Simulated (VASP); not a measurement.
The system is KMgF3.

```xyz
5
Lattice="4.1578 0.0000 0.0000 0.0000 4.1578 0.0000 0.0000 0.0000 3.8915" Properties=species:S:1:pos:R:3 pbc="T T T"
K     2.0789    2.0789    1.9457
Mg    0.0000    0.0000    0.0000
F     2.0789    0.0000    0.0000
F     0.0000    2.0789    0.0000
F     0.0000    0.0000    1.9457
```

This cell differs from its parent crystal: epitaxial xy strain +4.5%.

Base run:

- Program: VASP 6.6.1
- Functional: PBE
- Potentials or basis: VASP PAW PBE potentials, release 64 (K_sv, Mg, F)
- Cutoff: 600 eV
- k mesh: 6 × 6 × 6
- Occupations: fermi-dirac, width 0.02 eV
- Spin: no spin polarisation

Its results: band gap on the k mesh 6.85 eV (least direct gap 7.16 eV); pressure -0.7 GPa.

**Question.** The run is repeated on the same cell with these changes: functional from PBE to r2SCAN; cutoff from 600 eV to 660 eV; occupations from fermi-dirac, width 0.02 eV to gaussian, width 0.01 eV. What comes out?

**Answer.** Band gap on the k mesh 7.78 eV (least direct gap 8.08 eV); pressure -4.7 GPa.

Caveats: the cell stands under tension (at least some runs); the PAW data sets were made with another functional, which shifts forces and pressure a little (at least some runs).

A k mesh can miss the band edges.
